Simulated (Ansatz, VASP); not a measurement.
CuRu2: VASP beside Ansatz

```
CELL_PARAMETERS angstrom
3.38668 0.00000 0.00000
-1.69334 2.93295 0.00000
0.00000 0.00000 4.46034
ATOMIC_POSITIONS crystal
Cu 0.00000 0.00000 0.00000
Ru 0.33333 0.66667 0.43200
Ru 0.66667 0.33333 0.56800
```

Change from the starting cell: species swapped into the BaSi2 type (P-3m1, No. 164).

Alike in both runs: task single point; functional PBE; k mesh 6 × 6 × 4; occupations gaussian, width 0.1 eV; no spin polarisation.

|  | VASP | Ansatz |
| --- | --- | --- |
| version | VASP 6.6.1 | Ansatz 0.2.0 |
| potentials or method | VASP PAW PBE potentials, release 64 (Cu_sv_GW, Ru_sv), cutoff 820 eV | scalar-relativistic, plane waves, PAW |
| valence electrons in the cell | 51 | 51 |

Ansatz gave:

| Property | Result |
| --- | --- |
| gap on the k mesh at the Fermi level (eV) | none |
| rms of the force components (eV/Å) | 4.343 |

Q: What did VASP give for the same quantities?

A: gap on the k mesh at the Fermi level (eV): none; rms of the force components (eV/Å): 4.309.

Atom by atom the forces differ by 0.034 eV/Å (rms over components). A gap of «none» marks a metal or a gap that the smearing closes. The functional is the same, so the differences come from potentials, cutoffs and numerics.
